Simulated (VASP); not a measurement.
# Pb (Fm-3m) in VASP: settings compared

Aim: see how the results for Pb move with the level of theory and the settings. Levels: r2SCAN, LDA. Tasks: electric field gradients.

Program: VASP 6.6.1. These are calculated values, not measurements. Logs are shortened: lines on timing, memory, paths and dates and some standing lists are left out, and cuts for length are marked.

**1. The cell of the first run**

Symmetry: Fm-3m, No. 225, cubic system. The conventional cell has a = 4.990 Å, b = 4.990 Å, c = 4.990 Å, α = 90.00°, β = 90.00°, γ = 90.00°. Pb (site symmetry m-3m) has 12 Pb at 3.53 Å within 4.6 Å.

**2. Electric field gradients, r2SCAN**

Contents of POSCAR:

```
Pb
1.0
    0.0000000000      2.4947547435      2.4947547435
    2.4947547435      0.0000000000      2.4947547435
    2.4947547435      2.4947547435      0.0000000000
Pb
1
Direct
    0.0000000000      0.0000000000      0.0000000000
```

Contents of INCAR.step1:

```
SYSTEM = Pb
ALGO     = Normal         ! electronic algorithm
EDIFF    = 1E-4           ! SCF threshold, eV
ENCUT    = 520            ! plane-wave cutoff, eV
GGA      = PE             ! functional
ISMEAR   = -1             ! smearing method
LASPH    = .TRUE.         ! aspherical terms in the spheres
LCHARG   = .FALSE.        ! write CHGCAR
LREAL    = .FALSE.        ! projectors in reciprocal space
LWAVE    = .TRUE.         ! write WAVECAR
NBANDS   = 13             ! bands
NELM     = 60             ! most SCF steps
PREC     = Accurate       ! precision mode
SIGMA    = 0.05           ! smearing width, eV
```

Contents of INCAR.step2:

```
SYSTEM = Pb
ALGO     = Normal         ! electronic algorithm
EDIFF    = 1E-8           ! SCF threshold, eV
ENCUT    = 520            ! plane-wave cutoff, eV
ISIF     = 2              ! what is computed and relaxed
ISMEAR   = -1             ! smearing method
ISTART   = 1            
LASPH    = .TRUE.         ! aspherical terms in the spheres
LCHARG   = .FALSE.        ! write CHGCAR
LEFG     = .TRUE.       
LMIXTAU  = .TRUE.       
LREAL    = .FALSE.        ! projectors in reciprocal space
LWAVE    = .FALSE.        ! write WAVECAR
METAGGA  = R2SCAN         ! meta-GGA
NBANDS   = 13             ! bands
NELM     = 60             ! most SCF steps
PREC     = Accurate       ! precision mode
SIGMA    = 0.05           ! smearing width, eV
```

Contents of KPOINTS:

```
k-points
0
G
  13 13 13
  0 0 0
```

Potentials or basis: VASP PAW PBE potentials, release 64 (Pb_d).

The run is started by

```
cat potpaw_PBE.64/Pb_d/POTCAR > POTCAR
cp INCAR.step1 INCAR
mpirun -np 1 vasp_std > vasp.out
cp INCAR.step2 INCAR
mpirun -np 1 vasp_std > vasp.out
```

OUTCAR:

```text
SYSTEM = Pb
   EDIFF = 1E-8
   ENCUT = 520
   ISIF = 2
   ISMEAR = -1
   ISTART = 1
   LASPH = .TRUE.
   LREAL = .FALSE.
   METAGGA = R2SCAN
   NELM = 60
   PREC = Accurate

 ion  position               nearest neighbor table
   1  0.000  0.000  0.000-

  LATTYP: Found a face centered cubic cell.
 ALAT       =     4.9895094870

  Lattice vectors:

 A1 = (   0.0000000000,   2.4947547435,   2.4947547435)
 A2 = (   2.4947547435,   0.0000000000,   2.4947547435)
 A3 = (   2.4947547435,   2.4947547435,   0.0000000000)

Analysis of symmetry for initial positions (statically):
=====================================================================
 Subroutine PRICEL returns:
 Original cell was already a primitive cell.

 Routine SETGRP: Setting up the symmetry group for a
 face centered cubic supercell.

 Subroutine GETGRP returns: Found 48 space group operations
 (whereof 48 operations were pure point group operations)
 out of a pool of 48 trial point group operations.

The static configuration has the point symmetry O_h .

Analysis of symmetry for dynamics (positions and initial velocities):
=====================================================================
 Subroutine PRICEL returns:
 Original cell was already a primitive cell.

 Routine SETGRP: Setting up the symmetry group for a
 face centered cubic supercell.

 Subroutine GETGRP returns: Found 48 space group operations
 (whereof 48 operations were pure point group operations)
 out of a pool of 48 trial point group operations.

The dynamic configuration has the point symmetry O_h .

 Subroutine INISYM returns: Found 48 space group operations
 (whereof 48 operations are pure point group operations),
 and found     1 'primitive' translations

----------------------------------------------------------------------------------------

                                     Primitive cell

  volume of cell :      31.0537

  direct lattice vectors                    reciprocal lattice vectors
     0.000000000  2.494754744  2.494754744    -0.200420503  0.200420503  0.200420503
     2.494754744  0.000000000  2.494754744     0.200420503 -0.200420503  0.200420503
     2.494754744  2.494754744  0.000000000     0.200420503  0.200420503 -0.200420503

  length of vectors
     3.528115993  3.528115993  3.528115993     0.347138494  0.347138494  0.347138494

  position of ions in fractional coordinates (direct lattice)
     0.000000000  0.000000000  0.000000000

  ion indices of the primitive-cell ions
   primitive index   ion index
                 1           1

----------------------------------------------------------------------------------------

 KPOINTS: k-points

Automatic generation of k-mesh.
 Grid dimensions read from file:
 generate k-points for:   13   13   13

 Generating k-lattice:

  Cartesian coordinates                     Fractional coordinates (reciprocal lattice)
    -0.015416962  0.015416962  0.015416962     0.076923077  0.000000000  0.000000000
     0.015416962 -0.015416962  0.015416962     0.000000000  0.076923077  0.000000000
     0.015416962  0.015416962 -0.015416962     0.000000000  0.000000000  0.076923077

  Length of vectors
     0.026702961  0.026702961  0.026702961

  Shift w.r.t. Gamma in fractional coordinates (k-lattice)
     0.000000000  0.000000000  0.000000000

 Subroutine IBZKPT returns following result:
 ===========================================

 Found     84 irreducible k-points:

 Following reciprocal coordinates:
            Coordinates               Weight
  0.000000  0.000000  0.000000      1.000000
  0.076923  0.000000  0.000000      8.000000
  0.153846  0.000000  0.000000      8.000000
  0.230769  0.000000  0.000000      8.000000
  0.307692  0.000000  0.000000      8.000000
  0.384615  0.000000  0.000000      8.000000
[... 16 lines left out ...]
  0.384615  0.153846  0.000000     24.000000
  0.461538  0.153846  0.000000     24.000000
 [... further k-points ...]
   k-points           NKPTS =     84   k-points in BZ     NKDIM =     84   number of bands    NBANDS=     13
   number of dos      NEDOS =    301   number of ions     NIONS =      1
   total plane-waves  NPLWV =  21952
   dimension x,y,z NGX =    28 NGY =   28 NGZ =   28
   dimension x,y,z NGXF=    56 NGYF=   56 NGZF=   56
   ions per type =               1
   NGX,Y,Z   is equivalent  to a cutoff of  13.19, 13.19, 13.19 a.u.
   NGXF,Y,Z  is equivalent  to a cutoff of  26.39, 26.39, 26.39 a.u.
 SYSTEM =  Pb
   PREC   = accura    normal or accurate (medium, high low for compatibility)
   ISTART =      1    job   : 0-new  1-cont  2-samecut
   ICHARG =      0    charge: 1-file 2-atom 10-const
   ISPIN  =      1    spin polarized calculation?
   LNONCOLLINEAR =      F non collinear calculations
   LSORBIT =      F    spin-orbit coupling
   LASPH  =      T    aspherical Exc in radial PAW
   ENCUT  =  520.0 eV  38.22 Ry    6.18 a.u.   6.56  6.56  6.56*2*pi/ulx,y,z
   NELM   =     60;   NELMIN=  2; NELMDL=  0     # of ELM steps
   EDIFF  = 0.1E-07   stopping-criterion for ELM
   LREAL  =      F    real-space projection
   EDIFFG = 0.1E-06   stopping-criterion for IOM
   NSW    =      0    number of steps for IOM
   IBRION =     -1    ionic relax: 0-MD 1-quasi-New 2-CG
   NFREE  =      0    steps in history (QN), initial steepest desc. (CG)
   ISIF   =      2    stress and relaxation
   ISYM   =      2    0-nonsym 1-usesym 2-fastsym
   POTIM  = 0.5000    time-step for ionic-motion
   TEBEG  =    0.0;   TEEND  =   0.0 temperature during run
   PSTRESS=    0.0 pullay stress
   NELECT =      14.0000    total number of electrons
   NUPDOWN=      -1.0000    fix difference up-down
   EMIN   =  10.00;   EMAX   =-10.00  energy-range for DOS
   EFERMI =   0.00;   METHOD = LEGACY
   ISMEAR =    -1;   SIGMA  =   0.05  broadening in eV -4-tet -1-fermi 0-gaus
   EFERMI_NEDOS =   21; number of points for ismear=-14 and -15
   IALGO  =     38    algorithm
   IMIX   =      4    mixing-type and parameters
     AMIX     =   0.40;   BMIX     =  1.00
     AMIX_MAG =   1.60;   BMIX_MAG =  1.00
  volume/ion in A,a.u.               =      31.05       209.56
  Fermi-wavevector in a.u.,A,eV,Ry     =   1.255297  2.372166 21.439643  1.575769
  Thomas-Fermi vector in A             =   2.389060
   LORBIT       =      0    0 simple, 1 ext, 2 COOP (PROOUT), +10 PAW based schemes
   METAGGA = R2SCAN    functional components
   LHFCALC =     F    Hartree Fock is set to
   AEXX    =    0.0000 exact exchange contribution
   IVDW    =     0    specifies the selected vdW correction
   LEPSILON=     F    determine dielectric tensor
   LRPA    =     F    only Hartree local field effects (RPA)
 non-spin polarized calculation
  energy-cutoff  :      520.00
  volume of cell :       31.05
 maximum number of plane-waves:       869
   NGX = 13   NGY = 13   NGZ = 13

 number of electron      14.0000000 magnetization

 Free energy of the ion-electron system (eV)
  ---------------------------------------------------
  ext. energy  EPLUGINS =         0.00000000
  ---------------------------------------------------
  free energy    TOTEN  =       -56.28029108 eV

  energy without entropy =      -56.27547782  energy(sigma->0) =      -56.27788445

 E-fermi :   7.0475     XC(G=0): -10.7975

 val. band max:        7.0251867474   @ k =  -0.2308   0.1538   0.0000
 cond. band min:       7.0869373276   @ k =   0.3846   0.2308   0.0769
 fundamental gap:      0.0617505802
 Fermi energy:         7.0475306483

 k-point     1 :       0.0000    0.0000    0.0000
  band No.  band energies     occupation
      1     -10.7475      2.00000
      2     -10.7475      2.00000
      3     -10.7475      2.00000
      4     -10.6104      2.00000
      5     -10.6104      2.00000
      6      -5.1730      2.00000
      7      14.4977      0.00000
      8      14.4977      0.00000
      9      14.4977      0.00000
     10      17.3539      0.00000
     11      18.9396      0.00000
     12      19.8867      0.00000
     13      19.8867      0.00000

 k-point     2 :       0.0769    0.0000    0.0000
  band No.  band energies     occupation
      1     -10.7477      2.00000
      2     -10.7390      2.00000
      3     -10.7390      2.00000
      4     -10.6109      2.00000
      5     -10.6109      2.00000
      6      -5.0562      2.00000
      7      13.1667      0.00000
      8      14.3514      0.00000
      9      14.3514      0.00000
     10      17.0452      0.00000
     11      19.5088      0.00000
[... 339 lines left out ...]
 k-point    24 :       0.4615    0.1538    0.0000
  band No.  band energies     occupation
      1     -10.7803      2.00000
      2     -10.7124      2.00000
      3     -10.6759      2.00000
      4     -10.5504      2.00000
      5     -10.4722      2.00000
      6      -1.7600      2.00000
      7       4.0573      2.00000
      8      10.2612      0.00000
      9      11.3908      0.00000
     10      15.1495      0.00000
     11      19.6305      0.00000
     12      20.6096      0.00000
     13      21.3303      0.00000

 [... further k-points ...]

------------------------ aborting loop because EDIFF is reached ----------------------------------------

  FORCE on cell =-STRESS in cart. coord.  units (eV):
  Direction    XX          YY          ZZ          XY          YZ          ZX
  --------------------------------------------------------------------------------------
  -------------------------------------------------------------------------------------
  Total        0.0197795      0.0197795      0.0197795      0.0000000      0.0000000     -0.0000000
  in kB        1.0204987      1.0204987      1.0204987      0.0000000      0.0000000     -0.0000000
  external PRESSURE =       1.0204987 kB  Pullay stress =       0.0000000 kB

 VOLUME and BASIS-vectors are now :
 -----------------------------------------------------------------------------
  energy-cutoff  :      520.00
  volume of cell :       31.05
      direct lattice vectors                 reciprocal lattice vectors
     0.000000000  2.494754744  2.494754744    -0.200420503  0.200420503  0.200420503
     2.494754744  0.000000000  2.494754744     0.200420503 -0.200420503  0.200420503
     2.494754744  2.494754744  0.000000000     0.200420503  0.200420503 -0.200420503

 POSITION                                       TOTAL-FORCE (eV/Angst)
 -----------------------------------------------------------------------------------
      0.00000      0.00000      0.00000         0.000000      0.000000      0.000000
 -----------------------------------------------------------------------------------
    total drift:                               -0.000000     -0.000000     -0.000000

  FREE ENERGIE OF THE ION-ELECTRON SYSTEM (eV)
  ---------------------------------------------------
  free  energy   TOTEN  =       -56.2802910840 eV

  energy  without entropy=      -56.2754778230  energy(sigma->0) =      -56.27788445

 Electric field gradients (V/A^2)
---------------------------------------------------------------------
 ion       V_xx      V_yy      V_zz      V_xy      V_xz      V_yz
---------------------------------------------------------------------
   1      -0.000    -0.000     0.000     0.001     0.001     0.001
---------------------------------------------------------------------

 Electric field gradients after diagonalization (V/A^2)
 (convention: |V_zz| > |V_xx| > |V_yy|)
----------------------------------------------------------------------
 ion       V_xx      V_yy      V_zz     asymmetry (V_yy - V_xx)/ V_zz
----------------------------------------------------------------------
   1      -0.001    -0.001     0.001       0.000
----------------------------------------------------------------------

           NMR quadrupolar parameters

 Cq : quadrupolar parameter    Cq=e*Q*V_zz/h
 eta: asymmetry parameters     (V_yy - V_xx)/ V_zz
 Q  : nuclear electric quadrupole moment in mb (millibarn)
----------------------------------------------------------------------
 ion       Cq(MHz)       eta       Q (mb)
----------------------------------------------------------------------
   1       0.000       0.000       1.000
----------------------------------------------------------------------
```

Wall time 2.9 min (1 thread of Intel Xeon Platinum 8375C at 2.90GHz (Ice Lake), shared host); peak memory 0.18 GiB.

Results:

| Item | Value |
| --- | --- |
| Free energy | -56.2803 eV |
| Pressure | 0.1 GPa |
| Band gap on the k mesh | zero (band 7 reaches 14.50 eV, above the bottom of band 8 at 5.30 eV) |

Caveat: without QUAD_EFG the Cq values of the log hold for a quadrupole moment of 1 mb, not for the nuclei; the PAW data sets were made with another functional, which shifts forces and pressure a little; spin-orbit coupling is left out, which moves the levels of the heavy elements.

**3. Electric field gradients, LDA, non-collinear spin, zero start, spin-orbit coupling**

Contents of INCAR:

```
PREC = Accurate ; ENCUT = 520
EDIFF = 1E-8 ; ISMEAR = -1
SIGMA = 0.05 ; LREAL = False
LASPH = True ; NELM = 150
ALGO = Normal ; ISIF = 2
LWAVE = False ; LCHARG = False
MAGMOM = 0 0 0 ; LORBIT = 11
LSORBIT = True ; GGA_COMPAT = False
LORBMOM = True ; LEFG = True
NBANDS = 25
```

Contents of KPOINTS:

```
regular mesh
0
Gamma
  13 13 13
```

POSCAR is that of step 2.

Potentials or basis: VASP PAW LDA potentials, release 64 (Pb_d).

The run is started by

```
cat potpaw_LDA.64/Pb_d/POTCAR > POTCAR
mpirun -np 1 vasp_ncl > vasp.out
```

OUTCAR:

```text
PREC = Accurate
   ENCUT = 520
   EDIFF = 1E-8
   ISMEAR = -1
   LREAL = False
   LASPH = True
   NELM = 150
   ISIF = 2
   LORBIT = 11
   LSORBIT = True

 ion  position               nearest neighbor table
   1  0.000  0.000  0.000-

  LATTYP: Found a face centered cubic cell.
 ALAT       =     4.9895094870

  Lattice vectors:

 A1 = (   0.0000000000,   2.4947547435,   2.4947547435)
 A2 = (   2.4947547435,   0.0000000000,   2.4947547435)
 A3 = (   2.4947547435,   2.4947547435,   0.0000000000)

Analysis of symmetry for initial positions (statically):
=====================================================================
 Subroutine PRICEL returns:
[... 943 lines left out ...]
  1         0.000   0.000   0.000
 ----------------------------------------
            0.000   0.000   0.000

 Spin-Orbit-Coupling matrix elements

 Ion:    1  E_soc:     -1.1753654
 l=   1
     0.0000000    -0.1270405    -0.1270405
    -0.1270405     0.0000000    -0.1270405
    -0.1270405    -0.1270405     0.0000000
 l=   2
     0.0000000    -0.0138501     0.0000000    -0.0138501    -0.0550037
    -0.0138501     0.0000000    -0.0412528    -0.0138501    -0.0137509
     0.0000000    -0.0412528     0.0000000    -0.0412528     0.0000000
    -0.0138501    -0.0138501    -0.0412528     0.0000000    -0.0137509
    -0.0550037    -0.0137509     0.0000000    -0.0137509     0.0000000
 l=   3
     0.0000000     0.0000000     0.0000000     0.0000000     0.0000000     0.0000000     0.0000000
     0.0000000     0.0000000     0.0000000     0.0000000     0.0000000     0.0000000     0.0000000
     0.0000000     0.0000000     0.0000000     0.0000000     0.0000000     0.0000000     0.0000000
     0.0000000     0.0000000     0.0000000     0.0000000     0.0000000     0.0000000     0.0000000
     0.0000000     0.0000000     0.0000000     0.0000000     0.0000000     0.0000000     0.0000000
     0.0000000     0.0000000     0.0000000     0.0000000     0.0000000     0.0000000     0.0000000
     0.0000000     0.0000000     0.0000000     0.0000000     0.0000000     0.0000000     0.0000000

 total charge

# of ion       s       p       d       tot
------------------------------------------
    1        1.400   0.757   9.805  11.962

 magnetization (x)

# of ion       s       p       d       tot
------------------------------------------
    1       -0.000   0.000   0.000  -0.000

 magnetization (y)

# of ion       s       p       d       tot
------------------------------------------
    1        0.000  -0.000   0.000  -0.000

 magnetization (z)

# of ion       s       p       d       tot
------------------------------------------
    1        0.000  -0.000   0.000   0.000
```

It took 2.1 min on 1 thread of Intel Xeon Platinum 8375C at 2.90GHz (Ice Lake), shared host; peak memory 0.26 GiB.

What came out:

| Quantity | Value |
| --- | --- |
| Free energy | -4.7912 eV |
| Pressure | -2.6 GPa |
| Net moment | 0.00 μB per cell |
| Valence electrons inside the program's atomic spheres | Pb 11.96 |

Moments on the atoms (μB; x, y, z):
```
Pb  0.00 0.00 0.00
```

Caveat: without QUAD_EFG the Cq values of the log hold for a quadrupole moment of 1 mb, not for the nuclei.
